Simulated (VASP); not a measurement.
# Sr2CaN2 (P1) in VASP: a series of runs

Runs on Sr2CaN2. Level: r2SCAN. Tasks: single point.

All numbers are computed with VASP 6.6.1; they aren't measurements. Logs are shortened: lines on timing, memory, paths and dates and some standing lists are left out, and cuts for length are marked.

## (1) The cell of the first run

The typed cell holds 5 atoms: a = 3.802 Å, b = 3.802 Å, c = 9.526 Å, α = 90.00°, β = 90.00°, γ = 120.00°.

## (2) Single point, r2SCAN

File POSCAR:

```
Sr2CaN2
1.0
    3.8021792695      0.0000000000      0.0000000000
   -1.9010896347      3.2927838371      0.0000000000
    0.0000000000      0.0000000000      9.5255850018
Sr Ca N
2 1 2
Direct
    0.3245310000      0.6513290000      0.7805240000
    0.6577570000      0.3291560000      0.2114300000
    0.0076950000     -0.0044180000      0.4916630000
    0.3344290000      0.6769880000      0.3399800000
    0.6655470000      0.3484600000      0.6592230000
```

File INCAR.step1:

```
SYSTEM = Sr2CaN2
PREC     = Accurate       ! precision mode
ENCUT    = 520            ! plane-wave cutoff, eV
ISMEAR   = -1             ! smearing method
SIGMA    = 0.05           ! smearing width, eV
LREAL    = .FALSE.        ! projectors in reciprocal space
LASPH    = .TRUE.         ! aspherical terms in the spheres
NELM     = 80             ! most SCF steps
NBANDS   = 28             ! bands
GGA      = PE             ! functional
ALGO     = Normal         ! electronic algorithm
EDIFF    = 1E-4           ! SCF threshold, eV
LWAVE    = .TRUE.         ! write WAVECAR
LCHARG   = .FALSE.        ! write CHGCAR
```

File INCAR.step2:

```
SYSTEM = Sr2CaN2
PREC     = Accurate       ! precision mode
ENCUT    = 520            ! plane-wave cutoff, eV
EDIFF    = 1E-6           ! SCF threshold, eV
ISMEAR   = -1             ! smearing method
SIGMA    = 0.05           ! smearing width, eV
LREAL    = .FALSE.        ! projectors in reciprocal space
LASPH    = .TRUE.         ! aspherical terms in the spheres
NELM     = 80             ! most SCF steps
ALGO     = Normal         ! electronic algorithm
ISIF     = 2              ! what is computed and relaxed
LWAVE    = .FALSE.        ! write WAVECAR
LCHARG   = .FALSE.        ! write CHGCAR
METAGGA  = R2SCAN         ! meta-GGA
LMIXTAU  = .TRUE.       
NBANDS   = 28             ! bands
ISTART   = 1
```

File KPOINTS:

```
regular mesh
0
G
  6 6 2
  0 0 0
```

Potentials or basis: VASP PAW PBE potentials, release 64 (Sr_sv, Ca_sv, N).

The run is started by

```console
> cat potpaw_PBE.64/Sr_sv/POTCAR potpaw_PBE.64/Ca_sv/POTCAR potpaw_PBE.64/N/POTCAR > POTCAR
> cp INCAR.step1 INCAR
> mpirun -np 1 vasp_std > vasp.out
> cp INCAR.step2 INCAR
> mpirun -np 1 vasp_std > vasp.out
```

OUTCAR:

```text
SYSTEM = Sr2CaN2
   PREC = Accurate
   ENCUT = 520
   EDIFF = 1E-6
   ISMEAR = -1
   LREAL = .FALSE.
   LASPH = .TRUE.
   NELM = 80
   ISIF = 2
   METAGGA = R2SCAN
   ISTART = 1

 ion  position               nearest neighbor table
   1  0.325  0.651  0.781-   5 2.42   5 2.46   5 2.57   3 3.50   3 3.51   3 3.55   2 4.64   2 4.66
                             2 4.67
   2  0.658  0.329  0.211-   4 2.47   4 2.53   4 2.54   3 3.42   3 3.46   3 3.49   1 4.64   1 4.66
                             1 4.67
   3  0.008  0.996  0.492-   2 3.42   2 3.46   2 3.49   1 3.50   1 3.51   1 3.55
   4  0.334  0.677  0.340-   2 2.47   2 2.53   2 2.54
   5  0.666  0.348  0.659-   1 2.42   1 2.46   1 2.57

  LATTYP: Found a hexagonal cell.
 ALAT       =     3.8021792695
 C/A-ratio  =     2.5052961280

  Lattice vectors:

 A1 = (   3.8021792695,   0.0000000000,   0.0000000000)
 A2 = (  -1.9010896347,   3.2927838371,   0.0000000000)
 A3 = (   0.0000000000,   0.0000000000,   9.5255850018)

Analysis of symmetry for initial positions (statically):
=====================================================================
 Subroutine PRICEL returns:
 Original cell was already a primitive cell.

 Routine SETGRP: Setting up the symmetry group for a
 hexagonal supercell.

 Subroutine GETGRP returns: Found  1 space group operations
 (whereof  1 operations were pure point group operations)
 out of a pool of 24 trial point group operations.

The static configuration has the point symmetry C_1 .

Analysis of symmetry for dynamics (positions and initial velocities):
=====================================================================
 Subroutine PRICEL returns:
 Original cell was already a primitive cell.

 Routine SETGRP: Setting up the symmetry group for a
 hexagonal supercell.

 Subroutine GETGRP returns: Found  1 space group operations
 (whereof  1 operations were pure point group operations)
 out of a pool of 24 trial point group operations.

The dynamic configuration has the point symmetry C_1 .

 Subroutine INISYM returns: Found  1 space group operations
 (whereof  1 operations are pure point group operations),
 and found     1 'primitive' translations

----------------------------------------------------------------------------------------

                                     Primitive cell

  volume of cell :     119.2580

  direct lattice vectors                    reciprocal lattice vectors
     3.802179269  0.000000000  0.000000000     0.263007062  0.151847198  0.000000000
    -1.901089635  3.292783837  0.000000000     0.000000000  0.303694396  0.000000000
     0.000000000  0.000000000  9.525585002     0.000000000  0.000000000  0.104980429

  length of vectors
     3.802179269  3.802179269  9.525585002     0.303694396  0.303694396  0.104980429

  position of ions in fractional coordinates (direct lattice)
     0.324531000  0.651329000  0.780524000
     0.657757000  0.329156000  0.211430000
     0.007695000  0.995582000  0.491663000
     0.334429000  0.676988000  0.339980000
     0.665547000  0.348460000  0.659223000

  ion indices of the primitive-cell ions
   primitive index   ion index
                 1           1
                 2           2
                 3           3
                 4           4
                 5           5

----------------------------------------------------------------------------------------

 KPOINTS: regular mesh

Automatic generation of k-mesh.
 Grid dimensions read from file:
 generate k-points for:    6    6    2

 Generating k-lattice:

  Cartesian coordinates                     Fractional coordinates (reciprocal lattice)
     0.043834510  0.025307866  0.000000000     0.166666667  0.000000000  0.000000000
     0.000000000  0.050615733  0.000000000     0.000000000  0.166666667  0.000000000
     0.000000000  0.000000000  0.052490215     0.000000000  0.000000000  0.500000000

  Length of vectors
     0.050615733  0.050615733  0.052490215

  Shift w.r.t. Gamma in fractional coordinates (k-lattice)
     0.000000000  0.000000000  0.000000000

 Subroutine IBZKPT returns following result:
 ===========================================

 Found     40 irreducible k-points:

 Following reciprocal coordinates:
            Coordinates               Weight
  0.000000  0.000000  0.000000      1.000000
  0.166667  0.000000  0.000000      2.000000
  0.000000  0.166667  0.000000      2.000000
 -0.166667  0.166667  0.000000      2.000000
  0.333333  0.000000  0.000000      2.000000
  0.000000  0.333333  0.000000      2.000000
[... 16 lines left out ...]
  0.000000  0.166667  0.500000      2.000000
 -0.166667  0.166667  0.500000      2.000000
 [... further k-points ...]
   k-points           NKPTS =     40   k-points in BZ     NKDIM =     40   number of bands    NBANDS=     28
   number of dos      NEDOS =    301   number of ions     NIONS =      5
   total plane-waves  NPLWV =  56448
   dimension x,y,z NGX =    28 NGY =   28 NGZ =   72
   dimension x,y,z NGXF=    56 NGYF=   56 NGZF=  144
   ions per type =               2   1   2
   NGX,Y,Z   is equivalent  to a cutoff of  12.24, 12.24, 12.57 a.u.
   NGXF,Y,Z  is equivalent  to a cutoff of  24.49, 24.49, 25.13 a.u.
 SYSTEM =  Sr2CaN2
   PREC   = accura    normal or accurate (medium, high low for compatibility)
   ISTART =      1    job   : 0-new  1-cont  2-samecut
   ICHARG =      0    charge: 1-file 2-atom 10-const
   ISPIN  =      1    spin polarized calculation?
   LNONCOLLINEAR =      F non collinear calculations
   LSORBIT =      F    spin-orbit coupling
   LASPH  =      T    aspherical Exc in radial PAW
   ENCUT  =  520.0 eV  38.22 Ry    6.18 a.u.   7.07  7.07 17.71*2*pi/ulx,y,z
   NELM   =     80;   NELMIN=  2; NELMDL=  0     # of ELM steps
   EDIFF  = 0.1E-05   stopping-criterion for ELM
   LREAL  =      F    real-space projection
   EDIFFG = 0.1E-04   stopping-criterion for IOM
   NSW    =      0    number of steps for IOM
   IBRION =     -1    ionic relax: 0-MD 1-quasi-New 2-CG
   NFREE  =      0    steps in history (QN), initial steepest desc. (CG)
   ISIF   =      2    stress and relaxation
   ISYM   =      2    0-nonsym 1-usesym 2-fastsym
   POTIM  = 0.5000    time-step for ionic-motion
   TEBEG  =    0.0;   TEEND  =   0.0 temperature during run
   PSTRESS=    0.0 pullay stress
   NELECT =      40.0000    total number of electrons
   NUPDOWN=      -1.0000    fix difference up-down
   EMIN   =  10.00;   EMAX   =-10.00  energy-range for DOS
   EFERMI =   0.00;   METHOD = LEGACY
   ISMEAR =    -1;   SIGMA  =   0.05  broadening in eV -4-tet -1-fermi 0-gaus
   EFERMI_NEDOS =   21; number of points for ismear=-14 and -15
   IALGO  =     38    algorithm
   IMIX   =      4    mixing-type and parameters
     AMIX     =   0.40;   BMIX     =  1.00
     AMIX_MAG =   1.60;   BMIX_MAG =  1.00
  volume/ion in A,a.u.               =      23.85       160.96
  Fermi-wavevector in a.u.,A,eV,Ry     =   1.137450  2.149469 17.603118  1.293793
  Thomas-Fermi vector in A             =   2.274155
   LORBIT       =      0    0 simple, 1 ext, 2 COOP (PROOUT), +10 PAW based schemes
   METAGGA = R2SCAN    functional components
   LHFCALC =     F    Hartree Fock is set to
   AEXX    =    0.0000 exact exchange contribution
   IVDW    =     0    specifies the selected vdW correction
   LEPSILON=     F    determine dielectric tensor
   LRPA    =     F    only Hartree local field effects (RPA)
 non-spin polarized calculation
  energy-cutoff  :      520.00
  volume of cell :      119.26
 maximum number of plane-waves:      3237
   NGX = 15   NGY = 15   NGZ = 35

 number of electron      39.9999998 magnetization

 Free energy of the ion-electron system (eV)
  ---------------------------------------------------
  ext. energy  EPLUGINS =         0.00000000
  ---------------------------------------------------
  free energy    TOTEN  =       -58.71639816 eV

  energy without entropy =      -58.68874783  energy(sigma->0) =      -58.70257299

 E-fermi :   1.8010     XC(G=0):  -9.2055

 val. band max:        1.7135287430   @ k =   0.5000   0.5000   0.5000
 cond. band min:       1.8120271440   @ k =   0.0000   0.1667   0.0000
 fundamental gap:      0.0984984009
 Fermi energy:         1.8010189485

 k-point     1 :       0.0000    0.0000    0.0000
  band No.  band energies     occupation
      1     -38.6754      2.00000
      2     -33.5320      2.00000
      3     -33.2657      2.00000
      4     -18.9398      2.00000
      5     -18.7412      2.00000
      6     -18.7392      2.00000
[... 20 lines left out ...]
     27       7.9602      0.00000
     28       8.0721      0.00000

 k-point     2 :       0.1667    0.0000    0.0000
  band No.  band energies     occupation
      1     -38.6716      2.00000
      2     -33.5189      2.00000
      3     -33.2521      2.00000
      4     -18.9255      2.00000
      5     -18.7903      2.00000
      6     -18.7508      2.00000
[... 20 lines left out ...]
     27       7.4934      0.00000
     28       7.7908      0.00000

 k-point     3 :       0.0000    0.1667    0.0000
  band No.  band energies     occupation
      1     -38.6716      2.00000
      2     -33.5188      2.00000
      3     -33.2524      2.00000
      4     -18.9255      2.00000
      5     -18.7902      2.00000
      6     -18.7507      2.00000
[... 20 lines left out ...]
     27       7.5027      0.00000
     28       7.8007      0.00000

 k-point     4 :      -0.1667    0.1667    0.0000
  band No.  band energies     occupation
      1     -38.6716      2.00000
      2     -33.5189      2.00000
      3     -33.2520      2.00000
      4     -18.9255      2.00000
      5     -18.7919      2.00000
      6     -18.7492      2.00000
[... 578 lines left out ...]
     27       7.7002      0.00000
     28       7.8898      0.00000

 k-point    23 :       0.0000    0.1667    0.5000
  band No.  band energies     occupation
      1     -38.6716      2.00000
      2     -33.5188      2.00000
      3     -33.2524      2.00000
      4     -18.9256      2.00000
      5     -18.7902      2.00000
      6     -18.7507      2.00000
[... 20 lines left out ...]
     27       7.7072      0.00000
     28       7.8742      0.00000

 k-point    24 :      -0.1667    0.1667    0.5000
  band No.  band energies     occupation
      1     -38.6716      2.00000
      2     -33.5189      2.00000
      3     -33.2520      2.00000
      4     -18.9256      2.00000
      5     -18.7919      2.00000
      6     -18.7493      2.00000
[... 20 lines left out ...]
     27       7.7074      0.00000
     28       7.9098      0.00000

 [... further k-points ...]
[... 5 lines left out ...]
  --------------------------------------------------------------------------------------
  -------------------------------------------------------------------------------------
  Total       -0.6123708     -1.0117454     -0.7981599     -0.1141656      0.2435935     -0.2590098
  in kB       -8.2269261    -13.5923439    -10.7229182     -1.5337637      3.2725684     -3.4796798
  external PRESSURE =     -10.8473961 kB  Pullay stress =       0.0000000 kB

 VOLUME and BASIS-vectors are now :
 -----------------------------------------------------------------------------
  energy-cutoff  :      520.00
  volume of cell :      119.26
      direct lattice vectors                 reciprocal lattice vectors
     3.802179269  0.000000000  0.000000000     0.263007062  0.151847198  0.000000000
    -1.901089635  3.292783837  0.000000000     0.000000000  0.303694396  0.000000000
     0.000000000  0.000000000  9.525585002     0.000000000  0.000000000  0.104980429

 POSITION                                       TOTAL-FORCE (eV/Angst)
 -----------------------------------------------------------------------------------
     -0.00431      2.14469      7.43495        -0.105872      0.351797     -0.346762
      1.87515      1.08384      2.01399         0.069995      0.162323      0.485493
     -1.86343      3.27824      4.68338        -0.103255      0.016445      0.369332
     -0.01546      2.22918      3.23851         0.003676     -0.186527     -0.608710
      1.86808      1.14740      6.27948         0.135456     -0.344037      0.100648
 -----------------------------------------------------------------------------------
    total drift:                                0.000098      0.000154      0.000814

  FREE ENERGIE OF THE ION-ELECTRON SYSTEM (eV)
  ---------------------------------------------------
  free  energy   TOTEN  =       -58.7163981564 eV

  energy  without entropy=      -58.6887478254  energy(sigma->0) =      -58.70257299
```

It took 3.8 min on 1 thread of Intel Xeon 6975P-C (Granite Rapids), shared host; peak memory 0.32 GiB.

Results:

* Free energy: -58.7164 eV
* Pressure: -1.1 GPa
* Largest force: 0.637 eV/Å
* Band gap on the k mesh: zero (band 20 reaches 1.71 eV, above the bottom of band 21 at 1.62 eV)

Forces in eV/Å, atoms in the order of the input:
```
Sr  -0.106  0.352 -0.347
Sr   0.070  0.162  0.485
Ca  -0.103  0.016  0.369
N    0.004 -0.187 -0.609
N    0.135 -0.344  0.101
```

Stress tensor (GPa, compression positive):
```
-0.82 -0.15 -0.35
-0.15 -1.36  0.33
-0.35  0.33 -1.07
```

Caveat: the PAW data sets were made with another functional, which shifts forces and pressure a little.

## (3) Single point, r2SCAN

POSCAR is that of step 2.

File INCAR.step1:

```
  ALGO = Normal
  EDIFF = 1E-4
  ENCUT = 520
  GGA = PE
  ISMEAR = -1
  LASPH = T
  LCHARG = F
  LREAL = F
  LWAVE = T
  NBANDS = 28
  NELM = 60
  PREC = Accurate
  SIGMA = 0.05
```

File INCAR.step2:

```
  ALGO = Normal
  EDIFF = 1E-6
  ENCUT = 520
  ISIF = 2
  ISMEAR = -1
  ISTART = 1
  LASPH = T
  LCHARG = F
  LMIXTAU = T
  LREAL = F
  LWAVE = F
  METAGGA = R2SCAN
  NBANDS = 28
  NELM = 60
  PREC = Accurate
  SIGMA = 0.05
```

File KPOINTS:

```
k-points
0
Gamma
  6 6 2
```

Potentials or basis: VASP PAW PBE potentials, release 64 (Sr_sv, Ca_sv, N).

The run is started by

```console
> cat potpaw_PBE.64/Sr_sv/POTCAR potpaw_PBE.64/Ca_sv/POTCAR potpaw_PBE.64/N/POTCAR > POTCAR
> cp INCAR.step1 INCAR
> mpirun -np 1 vasp_std > vasp.out
> cp INCAR.step2 INCAR
> mpirun -np 1 vasp_std > vasp.out
```

Wall time 4.2 min (1 thread of Intel Xeon 6975P-C (Granite Rapids), shared host); peak memory 0.33 GiB.

The run converged. Its results:

```yaml
Free_energy: -58.7164 eV
Pressure: -1.1 GPa
Largest_force: 0.637 eV/Å
Band_gap_on_the_k_mesh: zero (band 20 reaches 1.71 eV, above the bottom of band 21 at 1.62 eV)
```

Forces on the atoms (eV/Å):
```
Sr  -0.106  0.352 -0.347
Sr   0.070  0.162  0.485
Ca  -0.103  0.016  0.369
N    0.004 -0.187 -0.609
N    0.135 -0.344  0.101
```

Stress tensor (GPa, compression positive):
```
-0.82 -0.15 -0.35
-0.15 -1.36  0.33
-0.35  0.33 -1.07
```

Levels at points of the mesh, in eV from the Fermi level:
```csv
k point,band 17,band 18,band 19,band 20,band 21,band 22,band 23,band 24
"(0.00, 0.00, 0.00)",-0.81,-0.64,-0.62,-0.18,-0.18,3.78,4.40,5.07
"(0.50, 0.00, 0.00)",-0.57,-0.39,-0.23,-0.11,1.12,2.09,2.91,4.32
"(0.00, 0.50, 0.00)",-0.57,-0.39,-0.25,-0.16,1.10,2.10,2.89,4.41
"(0.50, 0.50, 0.00)",-0.54,-0.36,-0.21,-0.10,1.13,2.09,2.86,4.24
"(0.00, 0.00, 0.50)",-0.65,-0.64,-0.17,-0.17,0.08,2.81,5.04,5.18
"(0.50, 0.00, 0.50)",-0.59,-0.39,-0.21,-0.10,1.13,2.03,3.13,4.27
"(0.00, 0.50, 0.50)",-0.59,-0.40,-0.24,-0.15,1.11,2.05,3.08,4.40
"(0.50, 0.50, 0.50)",-0.55,-0.37,-0.19,-0.09,1.14,2.01,3.09,4.19
```

Caveat: the PAW data sets were made with another functional, which shifts forces and pressure a little.
